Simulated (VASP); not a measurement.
# Al in VASP: a series of runs

Al is run at these levels: LDA; tasks: relaxation of the atoms.

Program: VASP 6.6.1. These are calculated values, not measurements. Logs are shortened: lines on timing, memory, paths and dates and some standing lists are left out, and cuts for length are marked.

### Step 1. The cell of the first run

The cell holds a slab with vacuum, 17 atoms: a = 5.634 Å, b = 7.968 Å, c = 19.672 Å, α = 90.00°, β = 90.00°, γ = 90.00°.

### Step 2. Relaxation of the atoms, LDA

The input, INCAR:

```
  PREC = Accurate
  ENCUT = 520
  EDIFF = 1E-6
  ISMEAR = 0
  SIGMA = 0.1
  LREAL = Auto
  LASPH = T
  NELM = 80
  ALGO = Fast
  ISIF = 2
  LWAVE = F
  LCHARG = F
  LDIPOL = T
  IDIPOL = 3
  DIPOL = 0.5 0.5 0.320
  IBRION = 2
  NSW = 36
  EDIFFG = -0.025
  KPAR = 4
```

The input, KPOINTS:

```
Automatic mesh
0
Gamma
  5 4 1
```

The input, POSCAR:

```
Al
1.0
    5.6343731020      0.0000000000      0.0000000000
    0.0000000000      7.9682068563      0.0000000000
    0.0000000000      0.0000000000     19.6723116275
Al
17
Selective dynamics
Direct
    0.2500000000      0.2500000000      0.2033314679  F F F
    0.2500000000      0.7500000000      0.2033314679  F F F
    0.7500000000      0.2500000000      0.2033314679  F F F
    0.7500000000      0.7500000000      0.2033314679  F F F
    0.0000000000      0.0000000000      0.2749343025  F F F
    0.0000000000      0.5000000000      0.2749343025  F F F
    0.5000000000      0.0000000000      0.2749343025  F F F
    0.5000000000      0.5000000000      0.2749343025  F F F
    0.2500000000      0.2500000000      0.3484027381  F F F
    0.2500000000      0.7500000000      0.3484027381  F F F
    0.7500000000      0.2500000000      0.3484027381  F F F
    0.7500000000      0.7500000000      0.3484027381  F F F
    0.0000000000      0.0000000000      0.4154220298  F F F
    0.0000000000      0.5000000000      0.4154220298  F F F
    0.5000000000      0.0000000000      0.4154220298  F F F
    0.5000000000      0.5000000000      0.4154220298  F F F
    0.1666666667      0.2500000000      0.4798053682  F F T
```

Potentials or basis: VASP PAW LDA potentials, release 64 (Al).

Command:

```bash
$ cat potpaw_LDA.64/Al/POTCAR > POTCAR
$ mpirun -np 4 vasp_std > vasp.out
```

OUTCAR:

```text
PREC = Accurate
   ENCUT = 520
   EDIFF = 1E-6
   ISMEAR = 0
   LREAL = Auto
   LASPH = T
   NELM = 80
   ISIF = 2
   IBRION = 2
   NSW = 36
   EDIFFG = -0.025

 ion  position               nearest neighbor table
   1  0.250  0.250  0.203-   3 2.82   3 2.82   6 2.82   7 2.82   8 2.82   5 2.82   9 2.85
   2  0.250  0.750  0.203-   4 2.82   4 2.82   6 2.82   7 2.82   8 2.82   5 2.82  10 2.85
   3  0.750  0.250  0.203-   1 2.82   1 2.82   6 2.82   7 2.82   8 2.82   5 2.82  11 2.85
   4  0.750  0.750  0.203-   2 2.82   2 2.82   6 2.82   7 2.82   8 2.82   5 2.82  12 2.85
   5  0.000  0.000  0.275-  13 2.76   7 2.82   7 2.82   4 2.82   1 2.82   2 2.82   3 2.82  11 2.84
                            12 2.84   9 2.84  10 2.84
   6  0.000  0.500  0.275-  14 2.76   8 2.82   8 2.82   4 2.82   1 2.82   2 2.82   3 2.82  11 2.84
                            12 2.84   9 2.84  10 2.84
   7  0.500  0.000  0.275-  15 2.76   5 2.82   5 2.82   4 2.82   1 2.82   2 2.82   3 2.82  11 2.84
                            12 2.84   9 2.84  10 2.84
   8  0.500  0.500  0.275-  16 2.76   6 2.82   6 2.82   4 2.82   1 2.82   2 2.82   3 2.82  11 2.84
                            12 2.84   9 2.84  10 2.84
   9  0.250  0.250  0.348-  17 2.63  14 2.77  15 2.77  16 2.77  13 2.77  11 2.82  11 2.82   8 2.84
                             5 2.84   6 2.84   7 2.84   1 2.85
  10  0.250  0.750  0.348-  13 2.77  14 2.77  15 2.77  16 2.77  12 2.82  12 2.82   7 2.84   8 2.84
                             5 2.84   6 2.84   2 2.85
  11  0.750  0.250  0.348-  13 2.77  14 2.77  15 2.77  16 2.77   9 2.82   9 2.82   7 2.84   8 2.84
                             5 2.84   6 2.84   3 2.85
  12  0.750  0.750  0.348-  13 2.77  14 2.77  15 2.77  16 2.77  10 2.82  10 2.82   7 2.84   8 2.84
                             5 2.84   6 2.84   4 2.85
  13  0.000  0.000  0.415-  17 2.54   5 2.76  10 2.77  11 2.77  12 2.77   9 2.77  15 2.82  15 2.82

  14  0.000  0.500  0.415-  17 2.54   6 2.76  10 2.77  11 2.77  12 2.77   9 2.77  16 2.82  16 2.82

  15  0.500  0.000  0.415-   7 2.76   9 2.77  10 2.77  11 2.77  12 2.77  13 2.82  13 2.82  17 3.02

  16  0.500  0.500  0.415-   8 2.76   9 2.77  10 2.77  11 2.77  12 2.77  14 2.82  14 2.82  17 3.02

  17  0.167  0.250  0.480-  13 2.54  14 2.54   9 2.63  15 3.02  16 3.02

  LATTYP: Found a simple orthorhombic cell.
 ALAT       =     5.6343731020
 B/A-ratio  =     1.4142135624
 C/A-ratio  =     3.4914818865

  Lattice vectors:

 A1 = (   5.6343731020,   0.0000000000,   0.0000000000)
 A2 = (   0.0000000000,   7.9682068563,   0.0000000000)
 A3 = (   0.0000000000,   0.0000000000,  19.6723116275)

Analysis of symmetry for initial positions (statically):
=====================================================================
 Subroutine PRICEL returns:
 Original cell was already a primitive cell.

 Routine SETGRP: Setting up the symmetry group for a
 simple orthorhombic supercell.

 Subroutine GETGRP returns: Found  2 space group operations
 (whereof  1 operations were pure point group operations)
 out of a pool of  8 trial point group operations.

[... 169 lines left out ...]
   LORBIT       =      0    0 simple, 1 ext, 2 COOP (PROOUT), +10 PAW based schemes
   GGA     = CA    functional components
   LHFCALC =     F    Hartree Fock is set to
   AEXX    =    0.0000 exact exchange contribution
   IVDW    =     0    specifies the selected vdW correction
   LEPSILON=     F    determine dielectric tensor
   LRPA    =     F    only Hartree local field effects (RPA)
 conjugate gradient relaxation of ions
 non-spin polarized calculation
 RMM-DIIS sequential band-by-band and
 Gauss-broadening in eV      SIGMA  =   0.10
  energy-cutoff  :      520.00
  volume of cell :      883.21
 maximum number of plane-waves:     23865
 NGX is ok and might be reduce to    42
   NGX = 21   NGY = 29   NGZ = 73

 dipolmoment           0.000000      0.000000     -0.001248 electrons x Angstroem

--------------------------------------- Ionic step        1  -------------------------------------------

 number of electron      51.0000001 magnetization

 Free energy of the ion-electron system (eV)
  ---------------------------------------------------
  ext. energy  EPLUGINS =         0.00000000
  ---------------------------------------------------
  free energy    TOTEN  =       -64.52895849 eV

  energy without entropy =      -64.47303495  energy(sigma->0) =      -64.50099672

------------------------ aborting loop because EDIFF is reached ----------------------------------------

  FORCE on cell =-STRESS in cart. coord.  units (eV):
  Direction    XX          YY          ZZ          XY          YZ          ZX
  --------------------------------------------------------------------------------------
  -------------------------------------------------------------------------------------
  Total      -10.2026044     -2.1856689      0.5544290      0.0000000      0.0000000      0.6036884
  in kB      -18.5080230     -3.9649103      1.0057614      0.0000000      0.0000000      1.0951203
  external PRESSURE =      -7.1557240 kB  Pullay stress =       0.0000000 kB
[... 140 lines left out ...]
--------------------------------------- Ionic step        4  -------------------------------------------

 number of electron      51.0000001 magnetization

 dipolmoment           0.000000      0.000000      0.022765 electrons x Angstroem

 Free energy of the ion-electron system (eV)
  ---------------------------------------------------
  ext. energy  EPLUGINS =         0.00000000
  ---------------------------------------------------
  free energy    TOTEN  =       -64.56728654 eV

  energy without entropy =      -64.51173143  energy(sigma->0) =      -64.53950899

 E-fermi :  -0.4330     XC(G=0):  -4.3515

 val. band max:       -0.4601704534   @ k =   0.4000   0.2500   0.0000
 cond. band min:      -0.3989559693   @ k =   0.0000   0.2500   0.0000
 fundamental gap:      0.0612144841
 Fermi energy:        -0.4330364338

 k-point     1 :       0.0000    0.0000    0.0000
  band No.  band energies     occupation
      1     -10.9207      2.00000
      2      -8.7470      2.00000
      3      -8.6662      2.00000
      4      -8.4770      2.00000
      5      -6.6470      2.00000
      6      -6.3675      2.00000
[... 322 lines left out ...]
     33       1.3727      0.00000
     34       1.4929      0.00000

------------------------ aborting loop because EDIFF is reached ----------------------------------------

 vacuum level on the upper side and lower side of the slab       (xc-potential included)        -0.114        -0.204

  FORCE on cell =-STRESS in cart. coord.  units (eV):
  Direction    XX          YY          ZZ          XY          YZ          ZX
  --------------------------------------------------------------------------------------
  -------------------------------------------------------------------------------------
  Total      -10.5749912     -3.0724042     -0.6323523      0.0000000      0.0000000      0.6258907
  in kB      -19.1835510     -5.5734913     -1.1471181      0.0000000      0.0000000      1.1353963
  external PRESSURE =      -8.6347201 kB  Pullay stress =       0.0000000 kB
[... 32 lines left out ...]
  FREE ENERGIE OF THE ION-ELECTRON SYSTEM (eV)
  ---------------------------------------------------
  free  energy   TOTEN  =       -64.5672865447 eV

  energy  without entropy=      -64.5117314336  energy(sigma->0) =      -64.53950899

 reached required accuracy - stopping structural energy minimisation

 vacuum level on the upper side and lower side of the slab         3.784         3.692
```

OSZICAR:

```text
N       E                     dE             d eps       ncg     rms          rms(c)
DAV:   1     0.201021873250E+03    0.20102E+03   -0.14999E+04   612   0.104E+03
DAV:   2    -0.534894290468E+02   -0.25451E+03   -0.24728E+03   830   0.174E+02
DAV:   3    -0.678893153500E+02   -0.14400E+02   -0.13991E+02   768   0.424E+01
[... 46 lines left out ...]
RMM:   3    -0.645672969578E+02    0.16462E-03   -0.90860E-04   730   0.123E-01    0.298E-02
RMM:   4    -0.645672870785E+02    0.98793E-05   -0.19895E-04   727   0.573E-02    0.247E-02
RMM:   5    -0.645672898505E+02   -0.27720E-05   -0.50515E-05   725   0.277E-02    0.116E-02
RMM:   6    -0.645672865850E+02    0.32654E-05   -0.15120E-05   567   0.125E-02    0.317E-03
RMM:   7    -0.645672865447E+02    0.40303E-07   -0.32940E-06   454   0.756E-03
   4 F= -.64567287E+02 E0= -.64539509E+02  d E =-.383281E-01
```

CONTCAR:

```text
Al
   1.00000000000000
     5.6343731019999996    0.0000000000000000    0.0000000000000000
     0.0000000000000000    7.9682068563000001    0.0000000000000000
     0.0000000000000000    0.0000000000000000   19.6723116275000010
  Al
    17
Selective dynamics
Direct
     0.2500000000000000    0.2500000000000000    0.2033314679000000   F   F   F
     0.2500000000000000    0.7500000000000000    0.2033314679000000   F   F   F
     0.7500000000000000    0.2500000000000000    0.2033314679000000   F   F   F
     0.7500000000000000    0.7500000000000000    0.2033314679000000   F   F   F
     0.0000000000000000    0.0000000000000000    0.2749343025000002   F   F   F
     0.0000000000000000    0.5000000000000000    0.2749343025000002   F   F   F
[... 8 lines left out ...]
     0.5000000000000000    0.0000000000000000    0.4154220297999984   F   F   F
     0.5000000000000000    0.5000000000000000    0.4154220297999984   F   F   F
     0.1666666667000030    0.2500000000000000    0.4868546032039723   F   F   T

  0.00000000E+00  0.00000000E+00  0.00000000E+00
  0.00000000E+00  0.00000000E+00  0.00000000E+00
  0.00000000E+00  0.00000000E+00  0.00000000E+00
  0.00000000E+00  0.00000000E+00  0.00000000E+00
  0.00000000E+00  0.00000000E+00  0.00000000E+00
  0.00000000E+00  0.00000000E+00  0.00000000E+00
[... 9 lines left out ...]
  0.00000000E+00  0.00000000E+00  0.00000000E+00
  0.00000000E+00  0.00000000E+00  0.00000000E+00
```

It took 12 min on 4 MPI ranks of Oxide Virtual Turin-like, shared host; peak memory 0.66 GiB.

Results:

```
Free energy               : -64.5673 eV
Energy gained by relaxing : 2.3 meV/atom
Ionic steps               : 4
Band gap on the k mesh    : zero (an odd number of electrons rules out a gap without spin polarisation)
```

The path:
```
step  energy change (eV)  largest force on free atoms (eV/Å)  pressure (GPa)
   1              0.0000                              0.5667           -0.72
   2             -0.0138                              0.4456           -0.75
   3             -0.0364                              0.1173           -0.84
   4             -0.0383                              0.0142           -0.86
```

Final structure:
```yaml
crystal:
  lattice:
    - [5.63437, 0.00000, 0.00000]
    - [0.00000, 7.96821, 0.00000]
    - [0.00000, 0.00000, 19.67231]
  atoms:
    - { symbol: Al, position: [0.25000, 0.25000, 0.20333] }
    - { symbol: Al, position: [0.25000, 0.75000, 0.20333] }
    - { symbol: Al, position: [0.75000, 0.25000, 0.20333] }
    - { symbol: Al, position: [0.75000, 0.75000, 0.20333] }
    - { symbol: Al, position: [0.00000, 0.00000, 0.27493] }
    - { symbol: Al, position: [0.00000, 0.50000, 0.27493] }
    - { symbol: Al, position: [0.50000, 0.00000, 0.27493] }
    - { symbol: Al, position: [0.50000, 0.50000, 0.27493] }
    - { symbol: Al, position: [0.25000, 0.25000, 0.34840] }
    - { symbol: Al, position: [0.25000, 0.75000, 0.34840] }
    - { symbol: Al, position: [0.75000, 0.25000, 0.34840] }
    - { symbol: Al, position: [0.75000, 0.75000, 0.34840] }
    - { symbol: Al, position: [0.00000, 0.00000, 0.41542] }
    - { symbol: Al, position: [0.00000, 0.50000, 0.41542] }
    - { symbol: Al, position: [0.50000, 0.00000, 0.41542] }
    - { symbol: Al, position: [0.50000, 0.50000, 0.41542] }
    - { symbol: Al, position: [0.16667, 0.25000, 0.48685] }
```

### Step 3. Relaxation of the atoms, LDA

The input, INCAR:

```
SYSTEM = Al
PREC     = Accurate       ! precision mode
ENCUT    = 520            ! plane-wave cutoff, eV
EDIFF    = 1E-6           ! SCF threshold, eV
ISMEAR   = 0              ! smearing method
SIGMA    = 0.1            ! smearing width, eV
LREAL    = Auto         
LASPH    = .TRUE.         ! aspherical terms in the spheres
NELM     = 100            ! most SCF steps
ALGO     = Fast           ! electronic algorithm
ISIF     = 2              ! what is computed and relaxed
LWAVE    = .FALSE.        ! write WAVECAR
LCHARG   = .FALSE.        ! write CHGCAR
LDIPOL   = .TRUE.       
IDIPOL   = 3            
DIPOL    = 0.5 0.5 0.322
IBRION   = 2              ! ionic algorithm
NSW      = 36             ! ionic steps
EDIFFG   = -0.025         ! ionic threshold
KPAR     = 4
```

The input, KPOINTS:

```
Automatic mesh
0
G
  5 4 1
  0 0 0
```

POSCAR: that of step 2 with these lines changed.

```diff
@@ -25,2 +25,2 @@
     0.5000000000      0.5000000000      0.4154220298  F F F
-    0.1666666667      0.2500000000      0.4798053682  F F T
+    0.2500000000      0.1250000000      0.5063192798  F F T
```

Potentials or basis: VASP PAW LDA potentials, release 64 (Al).

Command:

```bash
$ cat potpaw_LDA.64/Al/POTCAR > POTCAR
$ mpirun -np 4 vasp_std > vasp.out
```

Run time: 4.7 min. Hardware: 4 MPI ranks of Oxide Virtual Turin-like, shared host; peak memory 0.69 GiB.

It converged, with:

- Free energy: -64.0284 eV
- Energy gained by relaxing: 2.7 meV/atom
- Ionic steps: 4
- Band gap on the k mesh: zero (an odd number of electrons rules out a gap without spin polarisation)

The path:
```
step  energy change (eV)  largest force on free atoms (eV/Å)  pressure (GPa)
   1              0.0000                              0.6507           -0.78
   2             -0.0180                              0.4990           -0.81
   3             -0.0455                              0.0964           -0.90
   4             -0.0467                              0.0149           -0.92
```

Final structure:
```
Al
1.0
     5.63437    0.00000    0.00000
     0.00000    7.96821    0.00000
     0.00000    0.00000   19.67231
Al
17
Direct
  0.25000 0.25000 0.20333
  0.25000 0.75000 0.20333
  0.75000 0.25000 0.20333
  0.75000 0.75000 0.20333
  0.00000 0.00000 0.27493
  0.00000 0.50000 0.27493
  0.50000 0.00000 0.27493
  0.50000 0.50000 0.27493
  0.25000 0.25000 0.34840
  0.25000 0.75000 0.34840
  0.75000 0.25000 0.34840
  0.75000 0.75000 0.34840
  0.00000 0.00000 0.41542
  0.00000 0.50000 0.41542
  0.50000 0.00000 0.41542
  0.50000 0.50000 0.41542
  0.25000 0.12500 0.51385
```

Levels at points of the mesh, in eV from the Fermi level:
```
           k point  band 22  band 23  band 24  band 25  band 26  band 27  band 28  band 29  band 30  band 31
(0.00, 0.00, 0.00)    -0.99    -0.93    -0.78    -0.51    -0.50    -0.17     0.19     0.54     1.07     1.19
(0.00, 0.50, 0.00)    -0.96    -0.90    -0.88    -0.61    -0.58     0.11     0.29     0.29     0.65     1.14
```

The gap in the log of VASP goes by the Fermi energy; the results here count the filled bands.